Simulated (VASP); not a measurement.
Write the native input for VASP 6.6.1 that does the following.

- Task: single point
- Functional: PBE
- Potentials or basis: VASP PAW PBE potentials, release 64 (Zr_sv, B)
- Cutoff: 520 eV
- k mesh: 14 × 14 × 14
- Occupations: gaussian, width 0.1 eV
- Spin: no spin polarisation
- Dipole correction: no
- Further INCAR settings: ALGO = Normal; EDIFF = 1e-07; NBANDS = 16

The structure of ZrB2 lies in POSCAR:

```
ZrB2
1.0
    0.0000000000      2.7429506651      2.7429506651
    2.7429506651      0.0000000000      2.7429506651
    2.7429506651      2.7429506651      0.0000000000
Zr B
1 2
Direct
    0.0000000000      0.0000000000      0.0000000000
    0.2500000000      0.2500000000      0.2500000000
    0.7500000000      0.7500000000      0.7500000000
```

These files were run (other wordings do the same):

INCAR

```
SYSTEM = ZrB2
PREC     = Accurate       ! precision mode
ENCUT    = 520            ! plane-wave cutoff, eV
EDIFF    = 1E-7           ! SCF threshold, eV
ISMEAR   = 0              ! smearing method
SIGMA    = 0.1            ! smearing width, eV
LREAL    = .False.        ! projectors in reciprocal space
LASPH    = .True.         ! aspherical terms in the spheres
NELM     = 100            ! most SCF steps
ALGO     = Normal         ! electronic algorithm
ISIF     = 2              ! what is computed and relaxed
LWAVE    = .False.        ! write WAVECAR
LCHARG   = .True.         ! write CHGCAR
GGA      = PE             ! functional
LELF     = .True.         ! ELF
LVHAR    = .True.       
NBANDS   = 16             ! bands
```

KPOINTS

```
Automatic mesh
0
Gamma
  14 14 14
  0 0 0
```

Potentials or basis: VASP PAW PBE potentials, release 64 (Zr_sv, B).

Run with:

```console
$ cat potpaw_PBE.64/Zr_sv/POTCAR potpaw_PBE.64/B/POTCAR > POTCAR
$ mpirun -np 1 vasp_std > vasp.out
```

It gave:

* Pressure: 0.1 GPa
* Band gap on the k mesh: zero (bands 9 and 10 overlap by 1.90 eV)

It took 2.1 min on 1 thread of Intel Xeon 8259CL, on a shared host, peak memory 0.21 GiB.
